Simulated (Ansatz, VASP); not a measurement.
# Two plane-wave programs on ZnIr2O4

```
Zn Ir O
1.0
     0.00000    4.30570    4.30570
     4.30570    0.00000    4.30570
     4.30570    4.30570    0.00000
Zn Ir O
2 4 8
Direct
  0.75000 0.75000 0.75000
  0.50000 0.50000 0.50000
  0.12500 0.12500 0.62500
  0.12500 0.62500 0.12500
  0.62500 0.12500 0.12500
  0.12500 0.12500 0.12500
  0.36378 0.36378 0.90866
  0.36378 0.90866 0.36378
  0.90866 0.36378 0.36378
  0.36378 0.36378 0.36378
  0.88622 0.88622 0.34134
  0.88622 0.34134 0.88622
  0.34134 0.88622 0.88622
  0.88622 0.88622 0.88622
```

Alike in both runs: functional PBEsol; k mesh 8 × 8 × 8; occupations gaussian, width 0.02 eV; no spin polarisation.

Ansatz relaxed the structure, and its values are those at the end. VASP's run is a single point on that final structure, the one shown.

```csv
,VASP,Ansatz
version,VASP 6.6.1,Ansatz 0.2.0
potentials or method,"VASP PAW PBE potentials, release 64 (Zn, Ir, O), cutoff 520 eV","scalar-relativistic, plane waves, PAW"
valence electrons in the cell,108,140
```

Ansatz gave:

| Item | Value |
| --- | --- |
| gap on the k mesh at the Fermi level (eV) | 0.49 |
| least direct gap on the mesh (eV) | 0.57 |
| pressure (GPa) | 0.0 |
| rms of the force components (eV/Å) | 0.000 |

What did VASP give for the same quantities?

gap on the k mesh at the Fermi level (eV): 0.50; least direct gap on the mesh (eV): 0.59; pressure (GPa): 1.9; rms of the force components (eV/Å): 0.052.

VASP's potentials were made for PBE, not for PBEsol. The functional is the same, so the differences come from potentials, cutoffs and numerics. VASP's potentials hold 108 valence electrons a cell and Ansatz's 140, so a difference there can come from the potentials and not from the codes.

Neither program's run includes spin-orbit coupling.
